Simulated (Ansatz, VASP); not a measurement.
SiC in VASP and in Ansatz

The input POSCAR:

```
SiC
1.0
    3.0753564100      0.0000000000      0.0000000000
   -1.5376782050      2.6633367767      0.0000000000
    0.0000000000      0.0000000000      5.0481087359
Si C
2 2
Direct
    0.3333333333      0.6666666667      0.4995917744
    0.6666666667      0.3333333333      0.9995917744
    0.3333333333      0.6666666667      0.8754082256
    0.6666666667      0.3333333333      0.3754082256
```

Contents of INCAR.step1:

```
PREC = Accurate
ENCUT = 520
EDIFF = 1E-5
ISMEAR = 0
SIGMA = 0.01
LREAL = False
LASPH = True
NELM = 80
ALGO = Normal
ISIF = 2
LWAVE = True
LCHARG = False
GGA = PE
NBANDS = 16
```

Contents of INCAR.step2:

```
PREC = Accurate
ENCUT = 520
EDIFF = 1E-6
ISMEAR = 0
SIGMA = 0.01
LREAL = False
LASPH = True
NELM = 80
ALGO = Normal
ISIF = 2
LWAVE = False
LCHARG = False
GGA = PE
LHFCALC = True
HFSCREEN = 0.2079
PRECFOCK = Normal
ISTART = 1
NBANDS = 16
```

File KPOINTS:

```
regular mesh
0
Gamma
  6 6 4
```

Input for Ansatz:

```yaml
crystal:
  lattice:
    - [3.07535641, 0.0, 0.0]
    - [-1.537678205, 2.6633367767, 0.0]
    - [0.0, 0.0, 5.0481087359]
  atoms:
    - { symbol: Si, position: [0.3333333333, 0.6666666667, 0.4995917744] }
    - { symbol: Si, position: [0.6666666667, 0.3333333333, 0.9995917744] }
    - { symbol: C, position: [0.3333333333, 0.6666666667, 0.8754082256] }
    - { symbol: C, position: [0.6666666667, 0.3333333333, 0.3754082256] }
kpoints:
  mp_grid: { grid: [6, 6, 4] }
  band_path:
    path:
      - [0.0, 0.0, 0.0]
      - [0.5, 0.0, 0.0]
      - [0.3333333333, 0.3333333333, 0.0]
      - [0.0, 0.0, 0.5]
      - [0.5, 0.0, 0.5]
      - [0.3333333333, 0.3333333333, 0.5]
    npoints: 1
hamiltonian:
  xc: hse06
scf:
  occupations: { method: fixed }
  n_extra_bands: 5
output:
  forces: true
  stress: true
  eigenvalues: true
```

Alike in both runs: task single point; functional HSE06; k mesh 6 × 6 × 4; no spin polarisation.

|  | VASP | Ansatz |
| --- | --- | --- |
| version | VASP 6.6.1 | Ansatz 0.2.0 |
| potentials or method | VASP PAW PBE potentials, release 64 (Si, C) | plane waves, PAW |
| plane-wave cutoff (eV) | 520 | 420 |
| occupations | gaussian, width 0.01 eV | fixed |
| valence electrons in the cell | 16 | 16 |

```csv
,VASP,Ansatz,Ansatz less VASP
gap on the k mesh at the Fermi level (eV),3.16,3.16,-0.002
pressure (GPa),-1.6,-1.2,+0.38
"traceless stress, the component that is largest in VASP (GPa)",-0.30,-0.34,-0.039
rms of the force components (eV/Å),0.010,0.011,+0.0004
```

Atom by atom the forces differ by 0.000 eV/Å (rms over components). Ansatz's warnings: stress exchange threshold loose, stress scf threshold loose.
